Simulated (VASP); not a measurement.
Crystal: Al.

```xyz
1
Lattice="0.0000 2.0248 2.0248 2.0248 0.0000 2.0248 2.0248 2.0248 0.0000" Properties=species:S:1:pos:R:3 pbc="T T T"
Al    0.0000    0.0000    0.0000
```

```yaml
Program: VASP 6.6.1
Task: relaxation of cell and atoms
Functional: r2SCAN
Potentials_or_basis: VASP PAW PBE potentials, release 64 (Al)
Cutoff: 600 eV
k_mesh: 11 × 11 × 11
Occupations: fermi-dirac, width 0.1 eV
Spin: no spin polarisation
```

At the start: pressure -3.6 GPa; volume 16.60 Å³/atom.

Task: Where does the relaxation end?

Result: Over 3 steps the energy falls by 8.4 meV/atom and the volume is 15.90 Å³/atom (-4.3 %); space group Fm-3m (No. 225, to 0.05 Å).

Step by step:
| step | energy change (eV) | largest force (eV/Å) | pressure (GPa) | volume (Å³) |
| --- | --- | --- | --- | --- |
| 1 | 0.0000 | 0.0000 | -3.63 | 16.60 |
| 2 | -0.0078 | 0.0000 | 1.12 | 15.71 |
| 3 | -0.0084 | 0.0000 | 0.03 | 15.90 |

Final structure:
```xyz
1
Lattice="0.0000 1.9956 1.9956 1.9956 0.0000 1.9956 1.9956 1.9956 0.0000" Properties=species:S:1:pos:R:3 pbc="T T T"
Al    0.0000    0.0000    0.0000
```

The cell as given is a measured one (16.60 Å³/atom); r2SCAN puts the equilibrium volume -4.3 % from it, thermal expansion not counted.

Caveat: the PAW data sets were made with another functional, which shifts forces and pressure a little.
